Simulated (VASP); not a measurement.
# HfTe2W2 (P-3m1) in VASP: further runs

Runs on HfTe2W2. Level: PBE. Tasks: single point, relaxation of cell and atoms.

Program: VASP 6.6.1. These are calculated values, not measurements. Logs are shortened: lines on timing, memory, paths and dates and some standing lists are left out, and cuts for length are marked.

### 1 The cell of the first run

It takes space group P-3m1 (No. 164, trigonal). The conventional cell has a = 4.582 Å, b = 4.582 Å, c = 7.297 Å, α = 90.00°, β = 90.00°, γ = 120.00°. Within 3.6 Å of Hf (site symmetry -3m) lie 6 W at 2.74 Å and 6 Te at 3.34 Å. Te (site symmetry 3m) has 4 W at 2.74 to 2.96 Å and 3 Hf at 3.34 Å within 3.6 Å. Within 3.6 Å of W (site symmetry 3m) lie 3 Hf at 2.74 Å and 4 Te at 2.74 to 2.96 Å and 3 W at 3.00 Å.

The cell was generated, and may not be a known phase.

### 2 Single point, PBE

File INCAR:

```
ALGO = Fast
EDIFF = 1E-6
ENCUT = 520
GGA = PE
ISIF = 2
ISMEAR = 0
LASPH = T
LCHARG = F
LREAL = F
LWAVE = F
NBANDS = 33
NELM = 60
PREC = Accurate
SIGMA = 0.1
```

File KPOINTS:

```
k-points
0
Gamma
  6 6 4
```

File POSCAR:

```
HfTe2W2
1.0
    4.5817026299      0.0000000000      0.0000000000
   -2.2908513150      3.9678708701      0.0000000000
    0.0000000000      0.0000000000      7.2973472637
Hf Te W
1 2 2
Direct
    0.0000000000      0.0000000000      0.0000000000
    0.6666666667      0.3333333333      0.2787179889
    0.3333333333      0.6666666667      0.7212820111
    0.6666666667      0.3333333333      0.9034362961
    0.3333333333      0.6666666667      0.0965637039
```

Potentials or basis: VASP PAW PBE potentials, release 64 (Hf_pv, Te, W_sv).

Launch:

```bash
> cat potpaw_PBE.64/Hf_pv/POTCAR potpaw_PBE.64/Te/POTCAR potpaw_PBE.64/W_sv/POTCAR > POTCAR
> mpirun -np 1 vasp_std > vasp.out
```

OUTCAR:

```text
EDIFF = 1E-6
   ENCUT = 520
   GGA = PE
   ISIF = 2
   ISMEAR = 0
   LASPH = T
   LREAL = F
   NELM = 60
   PREC = Accurate

 ion  position               nearest neighbor table
   1  0.000  0.000  0.000-   4 2.74   5 2.74   4 2.74   5 2.74   4 2.74   5 2.74   2 3.34   3 3.34
                             3 3.34   2 3.34   2 3.34   3 3.34
   2  0.667  0.333  0.279-   4 2.74   5 2.96   5 2.96   5 2.96   1 3.34   1 3.34   1 3.34
   3  0.333  0.667  0.721-   5 2.74   4 2.96   4 2.96   4 2.96   1 3.34   1 3.34   1 3.34
   4  0.667  0.333  0.903-   1 2.74   1 2.74   1 2.74   2 2.74   3 2.96   3 2.96   3 2.96   5 3.00
                             5 3.00   5 3.00
   5  0.333  0.667  0.097-   1 2.74   1 2.74   1 2.74   3 2.74   2 2.96   2 2.96   2 2.96   4 3.00
                             4 3.00   4 3.00

  LATTYP: Found a hexagonal cell.
 ALAT       =     4.5817026299
 C/A-ratio  =     1.5927151658

  Lattice vectors:

 A1 = (   4.5817026299,   0.0000000000,   0.0000000000)
 A2 = (  -2.2908513150,   3.9678708701,   0.0000000000)
 A3 = (   0.0000000000,   0.0000000000,   7.2973472637)

Analysis of symmetry for initial positions (statically):
=====================================================================
 Subroutine PRICEL returns:
 Original cell was already a primitive cell.

 Routine SETGRP: Setting up the symmetry group for a
 hexagonal supercell.

 Subroutine GETGRP returns: Found 12 space group operations
 (whereof 12 operations were pure point group operations)
 out of a pool of 24 trial point group operations.

The static configuration has the point symmetry D_3d.

Analysis of symmetry for dynamics (positions and initial velocities):
=====================================================================
 Subroutine PRICEL returns:
 Original cell was already a primitive cell.

 Routine SETGRP: Setting up the symmetry group for a
 hexagonal supercell.

 Subroutine GETGRP returns: Found 12 space group operations
 (whereof 12 operations were pure point group operations)
 out of a pool of 24 trial point group operations.

The dynamic configuration has the point symmetry D_3d.

 Subroutine INISYM returns: Found 12 space group operations
 (whereof 12 operations are pure point group operations),
 and found     1 'primitive' translations
[... 97 lines left out ...]
   LASPH  =      T    aspherical Exc in radial PAW
   ENCUT  =  520.0 eV  38.22 Ry    6.18 a.u.   8.52  8.52 13.57*2*pi/ulx,y,z
   NELM   =     60;   NELMIN=  2; NELMDL= -5     # of ELM steps
   EDIFF  = 0.1E-05   stopping-criterion for ELM
   LREAL  =      F    real-space projection
   EDIFFG = 0.1E-04   stopping-criterion for IOM
   NSW    =      0    number of steps for IOM
   IBRION =     -1    ionic relax: 0-MD 1-quasi-New 2-CG
   NFREE  =      0    steps in history (QN), initial steepest desc. (CG)
   ISIF   =      2    stress and relaxation
   ISYM   =      2    0-nonsym 1-usesym 2-fastsym
   POTIM  = 0.5000    time-step for ionic-motion
   TEBEG  =    0.0;   TEEND  =   0.0 temperature during run
   PSTRESS=    0.0 pullay stress
   NELECT =      50.0000    total number of electrons
   NUPDOWN=      -1.0000    fix difference up-down
   EMIN   =  10.00;   EMAX   =-10.00  energy-range for DOS
   EFERMI =   0.00;   METHOD = LEGACY
   ISMEAR =     0;   SIGMA  =   0.10  broadening in eV -4-tet -1-fermi 0-gaus
   EFERMI_NEDOS =   21; number of points for ismear=-14 and -15
   IALGO  =     68    algorithm
   IMIX   =      4    mixing-type and parameters
     AMIX     =   0.40;   BMIX     =  1.00
     AMIX_MAG =   1.60;   BMIX_MAG =  1.00
  volume/ion in A,a.u.               =      26.53       179.05
  Fermi-wavevector in a.u.,A,eV,Ry     =   1.182538  2.234672 19.026327  1.398396
  Thomas-Fermi vector in A             =   2.318790
   LORBIT       =      0    0 simple, 1 ext, 2 COOP (PROOUT), +10 PAW based schemes
   GGA     = PE    functional components
   LHFCALC =     F    Hartree Fock is set to
   AEXX    =    0.0000 exact exchange contribution
   IVDW    =     0    specifies the selected vdW correction
   LEPSILON=     F    determine dielectric tensor
   LRPA    =     F    only Hartree local field effects (RPA)
 non-spin polarized calculation
 RMM-DIIS sequential band-by-band and
 Gauss-broadening in eV      SIGMA  =   0.10
  energy-cutoff  :      520.00
  volume of cell :      132.66
 maximum number of plane-waves:      3592
 NGX is ok and might be reduce to    36
   NGX = 17   NGY = 17   NGZ = 27

 number of electron      50.0000008 magnetization

 Free energy of the ion-electron system (eV)
  ---------------------------------------------------
  ext. energy  EPLUGINS =         0.00000000
  ---------------------------------------------------
  free energy    TOTEN  =       -39.62325439 eV

  energy without entropy =      -39.59977890  energy(sigma->0) =      -39.61151664

 E-fermi :   6.4823     XC(G=0): -10.0443

 val. band max:        6.4807148651   @ k =   0.0000   0.3333   0.2500
 cond. band min:       6.4918589845   @ k =   0.1667  -0.0000   0.0000
 fundamental gap:      0.0111441194
 Fermi energy:         6.4823410700

 k-point     1 :       0.0000    0.0000    0.0000
  band No.  band energies     occupation
      1     -67.3629      2.00000
      2     -67.3350      2.00000
      3     -31.7240      2.00000
      4     -31.6891      2.00000
      5     -31.6891      2.00000
      6     -31.6483      2.00000
[... 853 lines left out ...]
     32       9.2642      0.00000
     33       9.9970      0.00000

------------------------ aborting loop because EDIFF is reached ----------------------------------------

  FORCE on cell =-STRESS in cart. coord.  units (eV):
  Direction    XX          YY          ZZ          XY          YZ          ZX
  --------------------------------------------------------------------------------------
  -------------------------------------------------------------------------------------
  Total       -0.0855266     -0.0855266     -0.0009503      0.0000000      0.0000000      0.0000000
  in kB       -1.0329095     -1.0329095     -0.0114764      0.0000000      0.0000000      0.0000000
  external PRESSURE =      -0.6924318 kB  Pullay stress =       0.0000000 kB

 VOLUME and BASIS-vectors are now :
 -----------------------------------------------------------------------------
  energy-cutoff  :      520.00
  volume of cell :      132.66
      direct lattice vectors                 reciprocal lattice vectors
     4.581702630  0.000000000  0.000000000     0.218259473  0.126012165  0.000000000
    -2.290851315  3.967870870  0.000000000     0.000000000  0.252024331  0.000000000
     0.000000000  0.000000000  7.297347264     0.000000000  0.000000000  0.137036099

 POSITION                                       TOTAL-FORCE (eV/Angst)
 -----------------------------------------------------------------------------------
      0.00000      0.00000      0.00000         0.000000      0.000000      0.000000
      2.29085      1.32262      2.03390         0.000000      0.000000     -0.012151
     -0.00000      2.64525      5.26345        -0.000000      0.000000      0.012151
      2.29085      1.32262      6.59269        -0.000000      0.000000      0.035110
     -0.00000      2.64525      0.70466         0.000000      0.000000     -0.035110
 -----------------------------------------------------------------------------------
    total drift:                                0.000000     -0.000000      0.000000

  FREE ENERGIE OF THE ION-ELECTRON SYSTEM (eV)
  ---------------------------------------------------
  free  energy   TOTEN  =       -39.6232543868 eV

  energy  without entropy=      -39.5997788955  energy(sigma->0) =      -39.61151664
```

OSZICAR:

```text
N       E                     dE             d eps       ncg     rms          rms(c)
DAV:   1     0.465139480332E+03    0.46514E+03   -0.27163E+04  1768   0.145E+03
DAV:   2    -0.155035161497E+02   -0.48064E+03   -0.46375E+03  1867   0.405E+02
DAV:   3    -0.410041390379E+02   -0.25501E+02   -0.24759E+02  2042   0.854E+01
DAV:   4    -0.417543795298E+02   -0.75024E+00   -0.74556E+00  1951   0.144E+01
DAV:   5    -0.417815316397E+02   -0.27152E-01   -0.27133E-01  2253   0.260E+00    0.633E+01
RMM:   6    -0.398477156793E+02    0.19338E+01   -0.33290E+00  1856   0.763E+00    0.306E+01
RMM:   7    -0.396604925340E+02    0.18722E+00   -0.29138E+00  1986   0.697E+00    0.248E+00
RMM:   8    -0.396321461931E+02    0.28346E-01   -0.43384E-01  1785   0.298E+00    0.253E+00
RMM:   9    -0.396217294573E+02    0.10417E-01   -0.79338E-02  2215   0.124E+00    0.594E-01
RMM:  10    -0.396238305131E+02   -0.21011E-02   -0.34502E-02  2380   0.662E-01    0.710E-01
RMM:  11    -0.396230940964E+02    0.73642E-03   -0.43224E-03  2040   0.300E-01    0.309E-01
RMM:  12    -0.396232397856E+02   -0.14569E-03   -0.18958E-03  2161   0.180E-01    0.168E-01
RMM:  13    -0.396232419613E+02   -0.21757E-05   -0.40784E-04  2254   0.968E-02    0.412E-02
RMM:  14    -0.396232544229E+02   -0.12462E-04   -0.10557E-04  2536   0.459E-02    0.457E-02
RMM:  15    -0.396232539326E+02    0.49028E-06   -0.28224E-05  2024   0.190E-02    0.182E-02
RMM:  16    -0.396232543868E+02   -0.45420E-06   -0.85836E-06  1902   0.913E-03
   1 F= -.39623254E+02 E0= -.39611517E+02  d E =-.234755E-01
```

stdout:

```text
POSCAR found type information on POSCAR HfTeW
 POSCAR found :  3 types and       5 ions
 scaLAPACK will be used
 LDA part: xc-table for (Slater+PW92), standard interpolation
 POSCAR, INCAR and KPOINTS ok, starting setup
 FFT: planning ... GRIDC
 FFT: planning ... GRID_SOFT
 FFT: planning ... GRID
 WAVECAR not read
 entering main loop
```

Wall time 56 s (1 thread of AMD EPYC 9R45 (Zen 5), shared host); peak memory 0.28 GiB.

Results:

| Item | Value |
| --- | --- |
| Free energy | -39.6233 eV |
| Pressure | -0.1 GPa |
| Largest force | 0.035 eV/Å |
| Band gap on the k mesh | zero (bands 25 and 26 overlap by 0.46 eV) |

Forces on the atoms (eV/Å):
```
Hf   0.000  0.000  0.000
Te   0.000  0.000 -0.012
Te   0.000  0.000  0.012
W    0.000  0.000  0.035
W    0.000  0.000 -0.035
```

Stress tensor (GPa, compression positive):
```
-0.10  0.00  0.00
 0.00 -0.10  0.00
 0.00  0.00  0.00
```

Levels at points of the mesh, in eV from the Fermi level:
| k point | band 23 | band 24 | band 25 | band 26 | band 27 | band 28 |
| --- | --- | --- | --- | --- | --- | --- |
| (0.00, 0.00, 0.00) | -0.12 | -0.12 | 0.26 | 0.40 | 0.40 | 0.74 |
| (0.50, 0.00, 0.00) | -1.41 | -0.58 | -0.28 | -0.11 | 0.57 | 1.41 |
| (0.00, 0.00, 0.50) | -0.06 | -0.06 | 0.27 | 0.27 | 0.59 | 0.78 |
| (0.50, 0.00, 0.50) | -1.45 | -1.01 | -0.10 | 0.41 | 0.45 | 1.30 |

Caveat: spin-orbit coupling is left out, which moves the levels of the heavy elements; this functional lacks dispersion, which binds layers or chains, so the pressure and a relaxed spacing across them are unreliable.

(Continued in part 2 of 2.)

The gap in the log of VASP goes by the Fermi energy; the results here count the filled bands.